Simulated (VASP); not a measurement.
# Sb (P-1) in VASP: a series of runs

Runs on Sb. Level: PBEsol. Tasks: single point.

Program: VASP 6.6.1. These are calculated values, not measurements. Logs are shortened: lines on timing, memory, paths and dates and some standing lists are left out, and cuts for length are marked.

## Step 1: The cell of the first run

The typed cell holds 2 atoms: a = 3.369 Å, b = 3.398 Å, c = 5.331 Å, α = 90.41°, β = 91.14°, γ = 120.85°.

## Step 2: Single point, PBEsol (equal xy, yz and zx shear strains of -2 %)

Input file INCAR:

```
SYSTEM = Sb
PREC     = Accurate       ! precision mode
ENCUT    = 520            ! plane-wave cutoff, eV
EDIFF    = 1E-7           ! SCF threshold, eV
ISMEAR   = -1             ! smearing method
SIGMA    = 0.05           ! smearing width, eV
LREAL    = .FALSE.        ! projectors in reciprocal space
LASPH    = .TRUE.         ! aspherical terms in the spheres
NELM     = 80             ! most SCF steps
ALGO     = Normal         ! electronic algorithm
ISIF     = 2              ! what is computed and relaxed
LWAVE    = .FALSE.        ! write WAVECAR
LCHARG   = .FALSE.        ! write CHGCAR
GGA      = PS             ! functional
NBANDS   = 12             ! bands
```

Input file KPOINTS:

```
regular mesh
0
G
  12 12 7
  0 0 0
```

Input file POSCAR:

```
Sb
1.0
    3.3690001795     -0.0336900018     -0.0336900018
   -1.7136764872      2.9344847417     -0.0123313965
   -0.0533000000     -0.0533000000      5.3300000000
Sb
2
Direct
    0.3333333333      0.6666666667      0.2500000000
    0.6666666667      0.3333333333      0.7500000000
```

Potentials or basis: VASP PAW PBE potentials, release 64 (Sb).

The run is started by

```console
$ cat potpaw_PBE.64/Sb/POTCAR > POTCAR
$ mpirun -np 1 vasp_std > vasp.out
```

OUTCAR:

```text
SYSTEM = Sb
   PREC = Accurate
   ENCUT = 520
   EDIFF = 1E-7
   ISMEAR = -1
   LREAL = .FALSE.
   LASPH = .TRUE.
   NELM = 80
   ISIF = 2
   GGA = PS

 ion  position               nearest neighbor table
   1  0.333  0.667  0.250-   2 3.25   2 3.27   2 3.30   2 3.32   2 3.33   2 3.33
   2  0.667  0.333  0.750-   1 3.25   1 3.27   1 3.30   1 3.32   1 3.33   1 3.33

  LATTYP: Found a triclinic cell.
 ALAT       =     3.3401833211
 B/A-ratio  =     1.0087281861
 C/A-ratio  =     1.5958803637
 COS(alpha) =     0.0198960208
 COS(beta)  =     0.0274156886
 COS(gamma) =     0.4869832429

  Lattice vectors:

 A1 = (   1.6553236923,   2.9007947399,  -0.0460213983)
 A2 = (   3.3690001795,  -0.0336900018,  -0.0336900018)
 A3 = (   0.0533000000,   0.0533000000,  -5.3300000000)

Analysis of symmetry for initial positions (statically):
=====================================================================
 Subroutine PRICEL returns:
 Original cell was already a primitive cell.

 Routine SETGRP: Setting up the symmetry group for a
 triclinic supercell.

 Subroutine GETGRP returns: Found  2 space group operations
 (whereof  2 operations were pure point group operations)
 out of a pool of  2 trial point group operations.

The static configuration has the point symmetry S_2 .

Analysis of symmetry for dynamics (positions and initial velocities):
=====================================================================
 Subroutine PRICEL returns:
 Original cell was already a primitive cell.

 Routine SETGRP: Setting up the symmetry group for a
 triclinic supercell.

 Subroutine GETGRP returns: Found  2 space group operations
 (whereof  2 operations were pure point group operations)
 out of a pool of  2 trial point group operations.

The dynamic configuration has the point symmetry S_2 .

 Subroutine INISYM returns: Found  2 space group operations
 (whereof  2 operations are pure point group operations),
 and found     1 'primitive' translations

----------------------------------------------------------------------------------------

                                     Primitive cell

  volume of cell :      52.3756

  direct lattice vectors                    reciprocal lattice vectors
     3.369000179 -0.033690002 -0.033690002     0.298615318  0.174404853  0.004730202
    -1.713676487  2.934484742 -0.012331396     0.003462748  0.342812050  0.003462748
    -0.053300000 -0.053300000  5.330000000     0.001895507  0.001895507  0.187655171

  length of vectors
     3.369337063  3.398240702  5.330532973     0.345847561  0.342847026  0.187674316

  position of ions in fractional coordinates (direct lattice)
     0.333333333  0.666666667  0.250000000
     0.666666667  0.333333333  0.750000000

  ion indices of the primitive-cell ions
   primitive index   ion index
                 1           1
                 2           2

----------------------------------------------------------------------------------------

 KPOINTS: regular mesh

Automatic generation of k-mesh.
 Grid dimensions read from file:
 generate k-points for:   12   12    7

 Generating k-lattice:

  Cartesian coordinates                     Fractional coordinates (reciprocal lattice)
     0.024884610  0.014533738  0.000394183     0.083333333 -0.000000000 -0.000000000
     0.000288562  0.028567671  0.000288562     0.000000000  0.083333333  0.000000000
     0.000270787  0.000270787  0.026807882     0.000000000 -0.000000000  0.142857143

  Length of vectors
     0.028820630  0.028570585  0.026810617

  Shift w.r.t. Gamma in fractional coordinates (k-lattice)
     0.000000000  0.000000000  0.000000000

 Subroutine IBZKPT returns following result:
 ===========================================

 Found    506 irreducible k-points:

 Following reciprocal coordinates:
            Coordinates               Weight
  0.000000  0.000000  0.000000      1.000000
  0.083333 -0.000000  0.000000      2.000000
  0.166667 -0.000000  0.000000      2.000000
  0.250000 -0.000000 -0.000000      2.000000
  0.333333  0.000000  0.000000      2.000000
  0.416667 -0.000000 -0.000000      2.000000
[... 16 lines left out ...]
  0.250000  0.166667  0.000000      2.000000
  0.333333  0.166667 -0.000000      2.000000
 [... further k-points ...]
   k-points           NKPTS =    506   k-points in BZ     NKDIM =    506   number of bands    NBANDS=     12
   number of dos      NEDOS =    301   number of ions     NIONS =      2
   total plane-waves  NPLWV =  31360
   dimension x,y,z NGX =    28 NGY =   28 NGZ =   40
   dimension x,y,z NGXF=    56 NGYF=   56 NGZF=   80
   ions per type =               2
   NGX,Y,Z   is equivalent  to a cutoff of  13.82, 13.70, 12.47 a.u.
   NGXF,Y,Z  is equivalent  to a cutoff of  27.63, 27.40, 24.95 a.u.
 SYSTEM =  Sb
   PREC   = accura    normal or accurate (medium, high low for compatibility)
   ISTART =      0    job   : 0-new  1-cont  2-samecut
   ICHARG =      2    charge: 1-file 2-atom 10-const
   ISPIN  =      1    spin polarized calculation?
   LNONCOLLINEAR =      F non collinear calculations
   LSORBIT =      F    spin-orbit coupling
   LASPH  =      T    aspherical Exc in radial PAW
   ENCUT  =  520.0 eV  38.22 Ry    6.18 a.u.   6.26  6.32  9.91*2*pi/ulx,y,z
   NELM   =     80;   NELMIN=  2; NELMDL= -5     # of ELM steps
   EDIFF  = 0.1E-06   stopping-criterion for ELM
   LREAL  =      F    real-space projection
   EDIFFG = 0.1E-05   stopping-criterion for IOM
   NSW    =      0    number of steps for IOM
   IBRION =     -1    ionic relax: 0-MD 1-quasi-New 2-CG
   NFREE  =      0    steps in history (QN), initial steepest desc. (CG)
   ISIF   =      2    stress and relaxation
   ISYM   =      2    0-nonsym 1-usesym 2-fastsym
   POTIM  = 0.5000    time-step for ionic-motion
   TEBEG  =    0.0;   TEEND  =   0.0 temperature during run
   PSTRESS=    0.0 pullay stress
   NELECT =      10.0000    total number of electrons
   NUPDOWN=      -1.0000    fix difference up-down
   EMIN   =  10.00;   EMAX   =-10.00  energy-range for DOS
   EFERMI =   0.00;   METHOD = LEGACY
   ISMEAR =    -1;   SIGMA  =   0.05  broadening in eV -4-tet -1-fermi 0-gaus
   EFERMI_NEDOS =   21; number of points for ismear=-14 and -15
   IALGO  =     38    algorithm
   IMIX   =      4    mixing-type and parameters
     AMIX     =   0.40;   BMIX     =  1.00
     AMIX_MAG =   1.60;   BMIX_MAG =  1.00
  volume/ion in A,a.u.               =      26.19       176.72
  Fermi-wavevector in a.u.,A,eV,Ry     =   0.942682  1.781411 12.090811  0.888650
  Thomas-Fermi vector in A             =   2.070315
   LORBIT       =      0    0 simple, 1 ext, 2 COOP (PROOUT), +10 PAW based schemes
   GGA     = PS    functional components
   LHFCALC =     F    Hartree Fock is set to
   AEXX    =    0.0000 exact exchange contribution
   IVDW    =     0    specifies the selected vdW correction
   LEPSILON=     F    determine dielectric tensor
   LRPA    =     F    only Hartree local field effects (RPA)
 non-spin polarized calculation
  energy-cutoff  :      520.00
  volume of cell :       52.38
 maximum number of plane-waves:      1428
 NGX is ok and might be reduce to    28
   NGX = 13   NGY = 13   NGZ = 19

 number of electron      10.0000000 magnetization

 Free energy of the ion-electron system (eV)
  ---------------------------------------------------
  ext. energy  EPLUGINS =         0.00000000
  ---------------------------------------------------
  free energy    TOTEN  =        -8.68178546 eV

  energy without entropy =       -8.67138792  energy(sigma->0) =       -8.67658669

 E-fermi :   8.7691     XC(G=0): -10.4520

 val. band max:        8.7687632039   @ k =  -0.4167   0.3333   0.0000
 cond. band min:       8.7722491066   @ k =   0.0833  -0.4167   0.4286
 fundamental gap:      0.0034859027
 Fermi energy:         8.7691030390

 k-point     1 :       0.0000    0.0000    0.0000
  band No.  band energies     occupation
      1      -4.4208      2.00000
      2      -0.1843      2.00000
      3       2.7913      2.00000
      4      11.9571      0.00000
      5      12.2058      0.00000
      6      13.7342      0.00000
      7      13.9976      0.00000
      8      14.8207      0.00000
      9      16.1836      0.00000
     10      17.5863      0.00000
     11      18.4825      0.00000
     12      18.8289      0.00000

 k-point     2 :       0.0833   -0.0000    0.0000
  band No.  band energies     occupation
      1      -4.2959      2.00000
      2      -0.0775      2.00000
      3       2.9228      2.00000
      4      11.0148      0.00000
      5      11.4975      0.00000
      6      13.2668      0.00000
      7      13.9102      0.00000
      8      14.6088      0.00000
      9      16.6645      0.00000
     10      17.3284      0.00000
     11      18.5153      0.00000
     12      19.2490      0.00000

 k-point     3 :       0.1667   -0.0000    0.0000
  band No.  band energies     occupation
      1      -3.9229      2.00000
      2       0.2343      2.00000
      3       3.3141      2.00000
      4       8.9035      0.12746
      5      10.6292      0.00000
      6      11.8050      0.00000
      7      13.7611      0.00000
      8      13.8692      0.00000
      9      15.3924      0.00000
     10      18.0607      0.00000
     11      18.3323      0.00000
     12      19.0501      0.00000
[... 286 lines left out ...]
 k-point    23 :       0.2500    0.1667    0.0000
  band No.  band energies     occupation
      1      -2.1076      2.00000
      2       1.3559      2.00000
      3       5.1840      2.00000
      4       5.3228      2.00000
      5       6.5099      2.00000
      6       9.1531      0.00092
      7      10.7269      0.00000
      8      10.7521      0.00000
      9      14.4172      0.00000
     10      16.1210      0.00000
     11      18.6782      0.00000
     12      19.6537      0.00000

 k-point    24 :       0.3333    0.1667   -0.0000
  band No.  band energies     occupation
      1      -1.1156      2.00000
      2       1.2264      2.00000
      3       4.6085      2.00000
      4       6.0421      2.00000
      5       6.2468      2.00000
      6       7.6912      2.00000
      7       9.3955      0.00001
      8      10.2791      0.00000
      9      13.7905      0.00000
     10      15.8260      0.00000
     11      19.8460      0.00000
     12      20.2402      0.00000

 [... further k-points ...]
[... 5 lines left out ...]
  --------------------------------------------------------------------------------------
  -------------------------------------------------------------------------------------
  Total        0.0509126      0.0894099     -0.2828558     -0.0915907      0.0344141      0.0269831
  in kB        1.5574239      2.7350636     -8.6526057     -2.8017757      1.0527319      0.8254190
  external PRESSURE =      -1.4533727 kB  Pullay stress =       0.0000000 kB

 VOLUME and BASIS-vectors are now :
 -----------------------------------------------------------------------------
  energy-cutoff  :      520.00
  volume of cell :       52.38
      direct lattice vectors                 reciprocal lattice vectors
     3.369000179 -0.033690002 -0.033690002     0.298615318  0.174404853  0.004730202
    -1.713676487  2.934484742 -0.012331396     0.003462748  0.342812050  0.003462748
    -0.053300000 -0.053300000  5.330000000     0.001895507  0.001895507  0.187655171

 POSITION                                       TOTAL-FORCE (eV/Angst)
 -----------------------------------------------------------------------------------
     -0.03278      1.93177      1.31305         0.030351     -0.001164     -0.001892
      1.63480      0.91573      3.97093        -0.030351      0.001164      0.001892
 -----------------------------------------------------------------------------------
    total drift:                                0.000000     -0.000000     -0.000000

  FREE ENERGIE OF THE ION-ELECTRON SYSTEM (eV)
  ---------------------------------------------------
  free  energy   TOTEN  =        -8.6817854610 eV

  energy  without entropy=       -8.6713879239  energy(sigma->0) =       -8.67658669
```

Run time: 88 s. Hardware: 1 thread of Intel Xeon 6975P-C (Granite Rapids), shared host; peak memory 0.39 GiB.

Results:

```yaml
Free_energy: -8.6818 eV
Pressure: -0.1 GPa
Largest_force: 0.030 eV/Å
Band_gap_on_the_k_mesh: zero (band 5 reaches 12.62 eV, above the bottom of band 6 at 5.80 eV)
```

Forces on the atoms (eV/Å):
```
Sb   0.030 -0.001 -0.002
Sb  -0.030  0.001  0.002
```

Stress tensor (GPa, compression positive):
```
 0.16 -0.28  0.08
-0.28  0.27  0.11
 0.08  0.11 -0.87
```

Caveat: the cell differs from its parent crystal (equal xy, yz and zx shear strains of -2 %); the PAW data sets were made with another functional, which shifts forces and pressure a little; spin-orbit coupling is left out, which moves the levels of the heavy elements.

(Part 1 of 2 ends here.)
